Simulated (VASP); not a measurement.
SiB5C:

```
Si B C
1.0
     0.00000    3.32551    3.32551
     3.32551    0.00000    3.32551
     3.32551    3.32551    0.00000
Si B C
1 5 1
Direct
  0.25000 0.25000 0.25000
  0.88682 0.88682 0.88682
  0.88682 0.88682 0.33953
  0.88682 0.33953 0.88682
  0.33953 0.88682 0.88682
  0.75000 0.75000 0.75000
  0.50000 0.50000 0.50000
```

The cell was built from a structure type or drawn by symmetry, and may not be a known phase.

| Property | Result |
| --- | --- |
| Program | VASP 6.6.1 |
| Task | relaxation of cell and atoms |
| Functional | PBE |
| Potentials or basis | VASP PAW PBE potentials, release 64 (Si, B, C) |
| Cutoff | 600 eV |
| k mesh | 4 × 4 × 4 |
| Occupations | gaussian, width 0.2 eV |
| Spin | no spin polarisation |

At the start: pressure -13.4 GPa; volume 10.51 Å³/atom.

Q: How do energy, volume and symmetry change on relaxing?

A: Over 8 steps the energy falls by 353.8 meV/atom and the volume is 8.88 Å³/atom (-15.5 %); space group F-43m (No. 216, to 0.1 Å) before and after.

The path:
```tsv
step	energy change (eV)	largest force (eV/Å)	pressure (GPa)	volume (Å³)
1	0.0000	4.8432	-13.40	73.55
2	-2.0416	3.1693	0.14	64.59
3	-2.3494	0.2107	-8.15	66.69
4	-2.3521	0.3933	-7.69	66.54
5	-2.4728	0.2968	0.43	62.14
6	-2.4728	0.2966	0.43	62.13
7	-2.4700	0.3939	-0.26	62.23
8	-2.4764	0.0011	0.11	62.18
```

Final structure:
```
Si B C
1.0
     0.00000    3.14434    3.14434
     3.14434    0.00000    3.14434
     3.14434    3.14434    0.00000
Si B C
1 5 1
Direct
  0.25000 0.25000 0.25000
  0.90093 0.90093 0.90093
  0.90093 0.90093 0.29721
  0.90093 0.29721 0.90093
  0.29721 0.90093 0.90093
  0.75000 0.75000 0.75000
  0.50000 0.50000 0.50000
```

Caveat: the k points lie up to 0.43 Å⁻¹ apart in the final cell; the volume moved by over 15 % at a fixed basis, so the end points are rough; the highest band is partly filled, so the run has too few bands.
